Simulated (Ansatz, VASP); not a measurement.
**One calculation of PbO2, two programs**

```
CELL_PARAMETERS angstrom
3.06839 -0.04977 0.07912
-1.57729 2.89059 -0.07740
0.12920 -0.07136 5.08352
ATOMIC_POSITIONS crystal
Pb 0.83679 0.26078 0.86611
O 0.07273 0.91764 0.10452
O 0.33475 0.54425 0.66924
```

Alike in both runs: task single point; functional PBE; k mesh 3 × 3 × 3; no spin polarisation.

|  | VASP | Ansatz |
| --- | --- | --- |
| version | VASP 6.6.1 | Ansatz 0.2.0-dev |
| potentials or method | VASP PAW PBE potentials, release 64 (Pb_d, O), cutoff 600 eV | hard PAW set made for 700 eV |
| occupations | gaussian, width 0.01 eV | fixed |

VASP gave:

* gap on the k mesh at the Fermi level (eV): 1.27
* rms of the force components (eV/Å): 8.600

Question: What did Ansatz give for the same quantities?

Answer: gap on the k mesh at the Fermi level (eV): 1.29; rms of the force components (eV/Å): 8.996.

Atom by atom the forces differ by 0.400 eV/Å (rms over components).

The k mesh is coarse, so the values compare programs but aren't converged. Spin-orbit coupling is off throughout.
